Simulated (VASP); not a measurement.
# Cu12O in VASP: relaxation of the atoms with PBE

Aim: the relaxation of the atoms of Cu12O with PBE.

All numbers are computed with VASP 6.6.1; they aren't measurements. Logs are shortened: lines on timing, memory, paths and dates and some standing lists are left out, and cuts for length are marked.

### 1 The cell of the first run

The cell holds a slab with vacuum, 13 atoms: a = 5.133 Å, b = 5.133 Å, c = 19.624 Å, α = 90.00°, β = 90.00°, γ = 120.00°.

### 2 Relaxation of the atoms, PBE

INCAR reads:

```
SYSTEM = Cu12O
PREC = Accurate
ENCUT = 520
EDIFF = 1E-7
ISMEAR = 0
SIGMA = 0.1
LREAL = .FALSE.
LASPH = .TRUE.
NELM = 60
ALGO = Normal
ISIF = 2
LWAVE = .FALSE.
LCHARG = .FALSE.
LDIPOL = .TRUE.
IDIPOL = 3
DIPOL = 0.5 0.5 0.323
GGA = PE
IBRION = 2
NSW = 36
EDIFFG = -0.025
KPAR = 4
```

KPOINTS reads:

```
regular mesh
0
G
  6 6 1
  0 0 0
```

POSCAR reads:

```
Cu12O
1.0
    5.1332392722      0.0000000000      0.0000000000
   -2.5666196361      4.4455156134      0.0000000000
    0.0000000000      0.0000000000     19.6236279128
Cu O
12 1
Selective dynamics
Direct
    0.3333333333      0.1666666667      0.2038359073  F F F
    0.3333333333      0.6666666667      0.2038359073  F F F
    0.8333333333      0.1666666667      0.2038359073  F F F
    0.8333333333      0.6666666667      0.2038359073  F F F
    0.1666666667      0.3333333333      0.3089002473  F F F
    0.1666666667      0.8333333333      0.3089002473  F F F
    0.6666666667      0.3333333333      0.3089002473  F F F
    0.6666666667      0.8333333333      0.3089002473  F F F
    0.0000000000      0.0000000000      0.4139717665  F F F
    0.0000000000      0.5000000000      0.4139717665  F F F
    0.5000000000      0.0000000000      0.4139717665  F F F
    0.5000000000      0.5000000000      0.4139717665  F F F
    0.0000000000      0.1666666667      0.4922920905  F F T
```

Potentials or basis: VASP PAW PBE potentials, release 64 (Cu, O).

Command:

```bash
$ cat potpaw_PBE.64/Cu/POTCAR potpaw_PBE.64/O/POTCAR > POTCAR
$ mpirun -np 4 vasp_std > vasp.out
```

OUTCAR:

```text
SYSTEM = Cu12O
   PREC = Accurate
   ENCUT = 520
   EDIFF = 1E-7
   ISMEAR = 0
   LREAL = .FALSE.
   LASPH = .TRUE.
   NELM = 60
   ISIF = 2
   GGA = PE
   IBRION = 2
   NSW = 36
   EDIFFG = -0.025

 ion  position               nearest neighbor table
   1  0.333  0.167  0.204-   5 2.54   6 2.54   7 2.54   4 2.57   2 2.57   2 2.57   4 2.57   3 2.57
                             3 2.57
   2  0.333  0.667  0.204-   6 2.54   5 2.54   8 2.54   3 2.57   1 2.57   1 2.57   3 2.57   4 2.57
                             4 2.57
   3  0.833  0.167  0.204-   7 2.54   8 2.54   5 2.54   4 2.57   2 2.57   4 2.57   2 2.57   1 2.57
                             1 2.57
   4  0.833  0.667  0.204-   8 2.54   7 2.54   6 2.54   3 2.57   1 2.57   3 2.57   1 2.57   2 2.57
                             2 2.57
   5  0.167  0.333  0.309-   1 2.54   2 2.54   3 2.54   9 2.54  12 2.54  10 2.54   8 2.57   6 2.57
                             6 2.57   8 2.57   7 2.57   7 2.57
   6  0.167  0.833  0.309-   2 2.54   1 2.54   4 2.54  10 2.54  11 2.54   9 2.54   7 2.57   5 2.57
                             5 2.57   7 2.57   8 2.57   8 2.57
   7  0.667  0.333  0.309-   3 2.54   4 2.54   1 2.54  11 2.54  10 2.54  12 2.54   8 2.57   6 2.57
                             8 2.57   6 2.57   5 2.57   5 2.57
   8  0.667  0.833  0.309-   4 2.54   3 2.54   2 2.54  12 2.54   9 2.54  11 2.54   7 2.57   5 2.57
                             7 2.57   5 2.57   6 2.57   6 2.57
   9  0.000  0.000  0.414-  13 1.76   5 2.54   8 2.54   6 2.54  12 2.57  10 2.57  10 2.57  12 2.57
                            11 2.57  11 2.57
  10  0.000  0.500  0.414-  13 2.30   6 2.54   7 2.54   5 2.54  11 2.57   9 2.57   9 2.57  11 2.57
                            12 2.57  12 2.57
  11  0.500  0.000  0.414-   7 2.54   6 2.54   8 2.54  10 2.57  12 2.57  12 2.57  10 2.57   9 2.57
                             9 2.57
  12  0.500  0.500  0.414-   8 2.54   5 2.54   7 2.54   9 2.57  11 2.57  11 2.57   9 2.57  10 2.57
                            10 2.57
  13  0.000  0.167  0.492-   9 1.76  10 2.30

  LATTYP: Found a hexagonal cell.
 ALAT       =     5.1332392722
 C/A-ratio  =     3.8228547068

  Lattice vectors:

 A1 = (   5.1332392722,   0.0000000000,   0.0000000000)
 A2 = (  -2.5666196361,   4.4455156134,   0.0000000000)
 A3 = (   0.0000000000,   0.0000000000,  19.6236279128)

Analysis of symmetry for initial positions (statically):
=====================================================================
 Subroutine PRICEL returns:
 Original cell was already a primitive cell.

 Routine SETGRP: Setting up the symmetry group for a
 hexagonal supercell.

 Subroutine GETGRP returns: Found  1 space group operations
 (whereof  1 operations were pure point group operations)
 out of a pool of 24 trial point group operations.

The static configuration has the point symmetry C_1 .

Analysis of symmetry for dynamics (positions and initial velocities):
=====================================================================
[... 165 lines left out ...]
   LORBIT       =      0    0 simple, 1 ext, 2 COOP (PROOUT), +10 PAW based schemes
   GGA     = PE    functional components
   LHFCALC =     F    Hartree Fock is set to
   AEXX    =    0.0000 exact exchange contribution
   IVDW    =     0    specifies the selected vdW correction
   LEPSILON=     F    determine dielectric tensor
   LRPA    =     F    only Hartree local field effects (RPA)
 conjugate gradient relaxation of ions
 non-spin polarized calculation
 Gauss-broadening in eV      SIGMA  =   0.10
  energy-cutoff  :      520.00
  volume of cell :      447.81
 maximum number of plane-waves:     12133
 NGX is ok and might be reduce to    40
   NGX = 19   NGY = 19   NGZ = 73

 dipolmoment           0.000000      0.000000     -0.439778 electrons x Angstroem

--------------------------------------- Ionic step        1  -------------------------------------------

 number of electron     138.0000022 magnetization

 Free energy of the ion-electron system (eV)
  ---------------------------------------------------
  ext. energy  EPLUGINS =         0.00000000
  ---------------------------------------------------
  free energy    TOTEN  =       -46.32355723 eV

  energy without entropy =      -46.27723674  energy(sigma->0) =      -46.30039699

------------------------ aborting loop because EDIFF is reached ----------------------------------------

  FORCE on cell =-STRESS in cart. coord.  units (eV):
  Direction    XX          YY          ZZ          XY          YZ          ZX
  --------------------------------------------------------------------------------------
  -------------------------------------------------------------------------------------
  Total       -3.3489873     -2.5191903     -0.1475296     -0.7139197      1.8882389     -1.1207686
  in kB      -11.9820503     -9.0131918     -0.5278332     -2.5542711      6.7557655     -4.0099003
  external PRESSURE =      -7.1743584 kB  Pullay stress =       0.0000000 kB
[... 81 lines left out ...]
--------------------------------------- Ionic step        3  -------------------------------------------

 number of electron     138.0000023 magnetization

 dipolmoment           0.000000      0.000000      0.223007 electrons x Angstroem

 Free energy of the ion-electron system (eV)
  ---------------------------------------------------
  ext. energy  EPLUGINS =         0.00000000
  ---------------------------------------------------
  free energy    TOTEN  =       -46.33990765 eV

  energy without entropy =      -46.29483232  energy(sigma->0) =      -46.31736998

 E-fermi :  -1.2333     XC(G=0):  -5.1227

 val. band max:       -1.2478222293   @ k =  -0.1667   0.3333   0.0000
 cond. band min:      -1.2239668670   @ k =   0.0000   0.1667   0.0000
 fundamental gap:      0.0238553623
 Fermi energy:        -1.2333151643

 k-point     1 :       0.0000    0.0000    0.0000
  band No.  band energies     occupation
      1     -18.4086      2.00000
      2      -9.8291      2.00000
      3      -7.7887      2.00000
      4      -6.4007      2.00000
      5      -6.0595      2.00000
      6      -6.0289      2.00000
[... 1669 lines left out ...]
     80       4.0985      0.00000
     81       4.9123      0.00000
 [bands above 81 left out]

------------------------ aborting loop because EDIFF is reached ----------------------------------------

 vacuum level on the upper side and lower side of the slab       (xc-potential included)         0.750        -0.942

  FORCE on cell =-STRESS in cart. coord.  units (eV):
  Direction    XX          YY          ZZ          XY          YZ          ZX
  --------------------------------------------------------------------------------------
  -------------------------------------------------------------------------------------
  Total       -3.1875866     -2.1673549      1.0674023     -0.8818014      2.3741709     -1.4018771
  in kB      -11.4045885     -7.7543904      3.8189656     -3.1549206      8.4943393     -5.0156541
  external PRESSURE =      -5.1133378 kB  Pullay stress =       0.0000000 kB
[... 28 lines left out ...]
  FREE ENERGIE OF THE ION-ELECTRON SYSTEM (eV)
  ---------------------------------------------------
  free  energy   TOTEN  =       -46.3399076528 eV

  energy  without entropy=      -46.2948323166  energy(sigma->0) =      -46.31736998

 reached required accuracy - stopping structural energy minimisation

 vacuum level on the upper side and lower side of the slab         5.191         3.439
```

Run time: 17 min. Hardware: 4 MPI ranks of AMD EPYC 9R45 (Zen 5), shared host; peak memory 0.91 GiB.

What came out:

* Free energy: -46.3399 eV
* Energy gained by relaxing: 1.3 meV/atom
* Ionic steps: 3
* Band gap on the k mesh: zero (bands 69 and 70 overlap by 0.30 eV)

The path:
```csv
step,energy change (eV),largest force on free atoms (eV/Å),pressure (GPa)
1,0.0000,0.7642,-0.72
2,-0.0161,0.0916,-0.54
3,-0.0164,0.0008,-0.51
```

Final structure:
```xyz
13
Lattice="5.1332 0.0000 0.0000 -2.5666 4.4455 0.0000 0.0000 0.0000 19.6236" Properties=species:S:1:pos:R:3 pbc="T T T"
Cu    1.2833    0.7409    4.0000
Cu    0.0000    2.9637    4.0000
Cu    3.8499    0.7409    4.0000
Cu    2.5666    2.9637    4.0000
Cu    0.0000    1.4818    6.0617
Cu   -1.2833    3.7046    6.0617
Cu    2.5666    1.4818    6.0617
Cu    1.2833    3.7046    6.0617
Cu    0.0000    0.0000    8.1236
Cu   -1.2833    2.2228    8.1236
Cu    2.5666    0.0000    8.1236
Cu    1.2833    2.2228    8.1236
O    -0.4278    0.7409    9.6191
```

The gap in the log of VASP goes by the Fermi energy; the results here count the filled bands.